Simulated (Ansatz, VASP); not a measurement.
## One calculation of Tl, two programs

```
Tl
1.0
    -2.01086    2.01086    2.01086
     2.01086   -2.01086    2.01086
     2.01086    2.01086   -2.01086
Tl
1
Cartesian
  0.0000 0.0000 0.0000
```

Alike in both runs: task single point; functional LDA; k mesh 16 × 16 × 16; occupations gaussian, width 0.1 eV; no spin polarisation.

|  | VASP | Ansatz |
| --- | --- | --- |
| version | VASP 6.6.1 | Ansatz 0.2.0 |
| potentials or method | VASP PAW LDA potentials, release 64 (Tl_d), cutoff 520 eV | scalar-relativistic, plane waves, PAW |
| valence electrons in the cell | 13 | 13 |

```csv
,VASP,Ansatz,Ansatz less VASP
gap on the k mesh at the Fermi level (eV),none,none,-
pressure (GPa),-4.7,-4.7,-0.02
```

LDA's correlation is that of Perdew and Zunger in VASP and of Perdew and Wang (1992) in Ansatz. A gap of «none» marks a metal or a gap that the smearing closes.

Spin-orbit coupling is off throughout.
